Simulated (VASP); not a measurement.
# SiC (P6_3mc) in VASP: a series of runs

The runs below take SiC through electric field gradients, with PBEsol, r2SCAN.

All numbers are computed with VASP 6.6.1; they aren't measurements. Logs are shortened: lines on timing, memory, paths and dates and some standing lists are left out, and cuts for length are marked.

## (1) The cell of the first run

It takes space group P6_3mc (No. 186, hexagonal). Conventional cell: a = 3.076 Å, b = 3.076 Å, c = 40.268 Å, α = 90.00°, β = 90.00°, γ = 120.00°. Within 2.5 Å of Si (site symmetry 3m) lie 4 C at 1.89 Å. Within 2.5 Å of Si (site symmetry 3m) lie 4 C at 1.88 to 1.89 Å. Within 2.5 Å of Si (site symmetry 3m) lie 4 C at 1.88 to 1.89 Å. Si (site symmetry 3m) has 4 C at 1.88 to 1.89 Å within 2.5 Å. Si (site symmetry 3m) has 4 C at 1.88 to 1.89 Å within 2.5 Å. Within 2.5 Å of Si (site symmetry 3m) lie 4 C at 1.89 Å. Within 2.5 Å of Si (site symmetry 3m) lie 4 C at 1.88 to 1.89 Å. Within 2.5 Å of Si (site symmetry 3m) lie 4 C at 1.88 to 1.89 Å.

## (2) Electric field gradients, PBEsol

INCAR

```
SYSTEM = SiC
  PREC = Accurate
  ENCUT = 520
  EDIFF = 1E-8
  ISMEAR = -1
  SIGMA = 0.02
  LREAL = Auto
  LASPH = .TRUE.
  NELM = 100
  ALGO = Normal
  ISIF = 2
  LWAVE = .FALSE.
  LCHARG = .FALSE.
  GGA = PS
  LEFG = .TRUE.
  NBANDS = 86
```

KPOINTS

```
regular mesh
0
G
  10 10 1
  0 0 0
```

POSCAR

```
SiC
1.0
    3.0764846774      0.0000000000      0.0000000000
   -1.5382423387      2.6643138850      0.0000000000
    0.0000000000      0.0000000000     40.2676834000
Si C
16 16
Direct
    0.3333333333      0.6666666667      0.8125116600
    0.3333333333      0.6666666667      0.5624873200
    0.0000000000      0.0000000000      0.3750284400
    0.6666666667      0.3333333333      0.9374433700
    0.6666666667      0.3333333333      0.0624873200
    0.0000000000      0.0000000000      0.2499807700
    0.0000000000      0.0000000000      0.8750284400
    0.6666666667      0.3333333333      0.6874646200
    0.6666666667      0.3333333333      0.4999731500
    0.3333333333      0.6666666667      0.4374433700
    0.3333333333      0.6666666667      0.9999731500
    0.0000000000      0.0000000000      0.7499807700
    0.6666666667      0.3333333333      0.3125116600
    0.0000000000      0.0000000000      0.6249155300
    0.3333333333      0.6666666667      0.1874646200
    0.0000000000      0.0000000000      0.1249155300
    0.0000000000      0.0000000000      0.1717881400
    0.3333333333      0.6666666667      0.4843068800
    0.6666666667      0.3333333333      0.3595215500
    0.3333333333      0.6666666667      0.0469775000
    0.6666666667      0.3333333333      0.5469775000
    0.0000000000      0.0000000000      0.9218953400
    0.3333333333      0.6666666667      0.6093571800
    0.6666666667      0.3333333333      0.7344750700
    0.0000000000      0.0000000000      0.4218953400
    0.6666666667      0.3333333333      0.9843068800
    0.0000000000      0.0000000000      0.7968334900
    0.6666666667      0.3333333333      0.1093571800
    0.3333333333      0.6666666667      0.8595215500
    0.0000000000      0.0000000000      0.2968334900
    0.0000000000      0.0000000000      0.6717881400
    0.3333333333      0.6666666667      0.2344750700
```

Potentials or basis: VASP PAW PBE potentials, release 64 (Si, C).

Run with:

```console
cat potpaw_PBE.64/Si/POTCAR potpaw_PBE.64/C/POTCAR > POTCAR
mpirun -np 1 vasp_std > vasp.out
```

OUTCAR:

```text
SYSTEM = SiC
   PREC = Accurate
   ENCUT = 520
   EDIFF = 1E-8
   ISMEAR = -1
   LREAL = Auto
   LASPH = .TRUE.
   NELM = 100
   ISIF = 2
   GGA = PS

 ion  position               nearest neighbor table
   1  0.333  0.667  0.813-  27 1.89  27 1.89  27 1.89  29 1.89   7 3.08   7 3.08   7 3.08  12 3.08
                            12 3.08  12 3.08
   2  0.333  0.667  0.562-  21 1.88  21 1.88  21 1.88  23 1.89  14 3.08  14 3.08  14 3.08   9 3.08
                             9 3.08   9 3.08
   3  0.000  0.000  0.375-  19 1.88  19 1.88  19 1.88  25 1.89  10 3.08  10 3.08  10 3.08  13 3.08
                            13 3.08  13 3.08
   4  0.667  0.333  0.937-  22 1.88  22 1.88  22 1.88  26 1.89   7 3.08   7 3.08   7 3.08  11 3.08
                            11 3.08  11 3.08
   5  0.667  0.333  0.062-  20 1.88  20 1.88  20 1.88  28 1.89  16 3.08  16 3.08  16 3.08  11 3.08
                            11 3.08  11 3.08
   6  0.000  0.000  0.250-  32 1.88  32 1.88  32 1.88  30 1.89  15 3.08  15 3.08  15 3.08  13 3.08
                            13 3.08  13 3.08
   7  0.000  0.000  0.875-  29 1.88  29 1.88  29 1.88  22 1.89   4 3.08   4 3.08   4 3.08   1 3.08
                             1 3.08   1 3.08
   8  0.667  0.333  0.687-  31 1.89  31 1.89  31 1.89  24 1.89  12 3.08  12 3.08  12 3.08  14 3.08
                            14 3.08  14 3.08
   9  0.667  0.333  0.500-  18 1.88  18 1.88  18 1.88  21 1.89   2 3.08   2 3.08   2 3.08  10 3.08
[... 17 lines left out ...]
  19  0.667  0.333  0.360-   3 1.88   3 1.88   3 1.88  13 1.89
  20  0.333  0.667  0.047-   5 1.88   5 1.88   5 1.88  11 1.89
  21  0.667  0.333  0.547-   2 1.88   2 1.88   2 1.88   9 1.89
  22  0.000  0.000  0.922-   4 1.88   4 1.88   4 1.88   7 1.89
[... 8 lines left out ...]
  31  0.000  0.000  0.672-   8 1.89   8 1.89   8 1.89  14 1.89
  32  0.333  0.667  0.234-   6 1.88   6 1.88   6 1.88  15 1.89

  LATTYP: Found a hexagonal cell.
 ALAT       =     3.0764846774
 C/A-ratio  =    13.0888620040

  Lattice vectors:

 A1 = (   3.0764846774,   0.0000000000,   0.0000000000)
 A2 = (  -1.5382423387,   2.6643138850,   0.0000000000)
 A3 = (   0.0000000000,   0.0000000000,  40.2676834000)

Analysis of symmetry for initial positions (statically):
=====================================================================
 Subroutine PRICEL returns:
 Original cell was already a primitive cell.

 Routine SETGRP: Setting up the symmetry group for a
[... 1336 lines left out ...]
  Direction    XX          YY          ZZ          XY          YZ          ZX
  --------------------------------------------------------------------------------------
  -------------------------------------------------------------------------------------
  Total        1.7311686      1.7311686      1.4808988      0.0000000      0.0000000     -0.0000000
  in kB        8.4033636      8.4033636      7.1885151      0.0000000      0.0000000     -0.0000000
  external PRESSURE =       7.9984141 kB  Pullay stress =       0.0000000 kB

 VOLUME and BASIS-vectors are now :
 -----------------------------------------------------------------------------
  energy-cutoff  :      520.00
  volume of cell :      330.06
      direct lattice vectors                 reciprocal lattice vectors
     3.076484677  0.000000000  0.000000000     0.325046313  0.187665576  0.000000000
    -1.538242339  2.664313885  0.000000000     0.000000000  0.375331152  0.000000000
     0.000000000  0.000000000 40.267683400     0.000000000  0.000000000  0.024833810

 POSITION                                       TOTAL-FORCE (eV/Angst)
 -----------------------------------------------------------------------------------
     -0.00000      1.77621     32.71796        -0.000000      0.000000      0.004118
     -0.00000      1.77621     22.65006         0.000000     -0.000000     -0.001759
      0.00000      0.00000     15.10153        -0.000000     -0.000000     -0.001197
      1.53824      0.88810     37.74867        -0.000000      0.000000      0.001915
      1.53824      0.88810      2.51622        -0.000000      0.000000     -0.001759
      0.00000      0.00000     10.06615        -0.000000      0.000000     -0.009008
[... 24 lines left out ...]
      0.00000      0.00000     27.05135         0.000000     -0.000000     -0.005795
     -0.00000      1.77621      9.44177         0.000000     -0.000000     -0.002065
 -----------------------------------------------------------------------------------
    total drift:                                0.000000      0.000000      0.006717

  FREE ENERGIE OF THE ION-ELECTRON SYSTEM (eV)
  ---------------------------------------------------
  free  energy   TOTEN  =      -254.6927001401 eV

  energy  without entropy=     -254.6927001401  energy(sigma->0) =     -254.69270014

 Electric field gradients (V/A^2)
---------------------------------------------------------------------
 ion       V_xx      V_yy      V_zz      V_xy      V_xz      V_yz
---------------------------------------------------------------------
   1       0.190     0.190    -0.380    -0.000     0.000    -0.000
   2      -1.295    -1.295     2.590    -0.000     0.000    -0.000
   3      -1.260    -1.260     2.521    -0.000    -0.000     0.000
   4      -1.080    -1.080     2.160    -0.000     0.000    -0.000
   5      -1.295    -1.295     2.590    -0.000    -0.000     0.000
   6      -1.480    -1.480     2.961    -0.000     0.000    -0.000
[... 24 lines left out ...]
  31      -0.257    -0.257     0.514    -0.000    -0.000     0.000
  32      -1.104    -1.105     2.209    -0.000    -0.000     0.000
---------------------------------------------------------------------

 Electric field gradients after diagonalization (V/A^2)
 (convention: |V_zz| > |V_xx| > |V_yy|)
----------------------------------------------------------------------
 ion       V_xx      V_yy      V_zz     asymmetry (V_yy - V_xx)/ V_zz
----------------------------------------------------------------------
   1       0.190     0.190    -0.380       0.001
   2      -1.295    -1.295     2.590       0.000
   3      -1.260    -1.260     2.521       0.000
   4      -1.080    -1.080     2.160       0.000
   5      -1.295    -1.295     2.590       0.000
   6      -1.480    -1.480     2.961       0.000
[... 24 lines left out ...]
  31      -0.257    -0.257     0.514       0.001
  32      -1.105    -1.104     2.209       0.000
----------------------------------------------------------------------

           NMR quadrupolar parameters

 Cq : quadrupolar parameter    Cq=e*Q*V_zz/h
 eta: asymmetry parameters     (V_yy - V_xx)/ V_zz
 Q  : nuclear electric quadrupole moment in mb (millibarn)
----------------------------------------------------------------------
 ion       Cq(MHz)       eta       Q (mb)
----------------------------------------------------------------------
   1      -0.001       0.001       1.000
   2       0.006       0.000       1.000
   3       0.006       0.000       1.000
   4       0.005       0.000       1.000
   5       0.006       0.000       1.000
   6       0.007       0.000       1.000
[... 24 lines left out ...]
  31       0.001       0.001       1.000
  32       0.005       0.000       1.000
----------------------------------------------------------------------
```

Run time: 15 min. Hardware: 1 thread of Intel Xeon Platinum 8375C at 2.90GHz (Ice Lake), shared host; peak memory 0.53 GiB.

Results:

| Property | Result |
| --- | --- |
| Free energy | -254.6927 eV |
| Pressure | 0.8 GPa |
| Largest force | 0.015 eV/Å |
| Band gap on the k mesh | 1.86 eV (least direct gap 2.97 eV) |
| Largest electric field gradient by atom | Si -0.4, +2.6, +2.5, +2.2, +3.0, -0.3 (each value once); C +0.5, +2.2, +0.2, +0.6 (each value once) V/Å² |

Forces in eV/Å, atoms in the order of the input:
```
Si   0.000  0.000  0.004
Si   0.000  0.000 -0.002
Si   0.000  0.000 -0.001
Si   0.000  0.000  0.002
Si   0.000  0.000 -0.002
Si   0.000  0.000 -0.009
Si   0.000  0.000 -0.001
Si   0.000  0.000 -0.003
Si   0.000  0.000  0.001
Si   0.000  0.000  0.002
Si   0.000  0.000  0.001
Si   0.000  0.000 -0.009
Si   0.000  0.000  0.004
Si   0.000  0.000  0.004
Si   0.000  0.000 -0.003
Si   0.000  0.000  0.004
C    0.000  0.000 -0.006
C    0.000  0.000  0.004
C    0.000  0.000 -0.005
C    0.000  0.000  0.004
C    0.000  0.000  0.004
C    0.000  0.000 -0.014
C    0.000  0.000  0.015
C    0.000  0.000 -0.002
C    0.000  0.000 -0.014
C    0.000  0.000  0.004
C    0.000  0.000  0.008
C    0.000  0.000  0.015
C    0.000  0.000 -0.005
C    0.000  0.000  0.008
C    0.000  0.000 -0.006
C    0.000  0.000 -0.002
```

Stress tensor (GPa, compression positive):
```
0.84 0.00 0.00
0.00 0.84 0.00
0.00 0.00 0.72
```

Electric field gradients, principal values (V/Å²):
```csv
atom,least,middle,greatest (by size)
1 Si,0.190,0.190,-0.380
2 Si,-1.295,-1.295,2.590
3 Si,-1.260,-1.260,2.521
4 Si,-1.080,-1.080,2.160
5 Si,-1.295,-1.295,2.590
6 Si,-1.480,-1.480,2.961
7 Si,-1.260,-1.260,2.521
8 Si,0.126,0.126,-0.253
9 Si,0.162,0.162,-0.324
10 Si,-1.080,-1.080,2.160
11 Si,0.162,0.162,-0.324
12 Si,-1.480,-1.480,2.961
13 Si,0.190,0.190,-0.380
14 Si,-1.093,-1.093,2.185
15 Si,0.126,0.126,-0.253
16 Si,-1.093,-1.093,2.185
17 C,-0.257,-0.257,0.514
18 C,-0.248,-0.249,0.497
19 C,-1.092,-1.092,2.184
20 C,-1.084,-1.084,2.168
21 C,-1.084,-1.084,2.168
22 C,-0.093,-0.094,0.187
23 C,-0.114,-0.114,0.228
24 C,-1.104,-1.105,2.209
25 C,-0.093,-0.094,0.187
26 C,-0.248,-0.249,0.497
27 C,-0.292,-0.293,0.585
28 C,-0.114,-0.114,0.228
29 C,-1.092,-1.092,2.184
30 C,-0.292,-0.293,0.585
31 C,-0.257,-0.257,0.514
32 C,-1.104,-1.105,2.209
```

Caveat: without QUAD_EFG the Cq values of the log hold for a quadrupole moment of 1 mb, not for the nuclei; the PAW data sets were made with another functional, which shifts forces and pressure a little. A k mesh can miss the band edges.

(Part 1 of 2 ends here.)
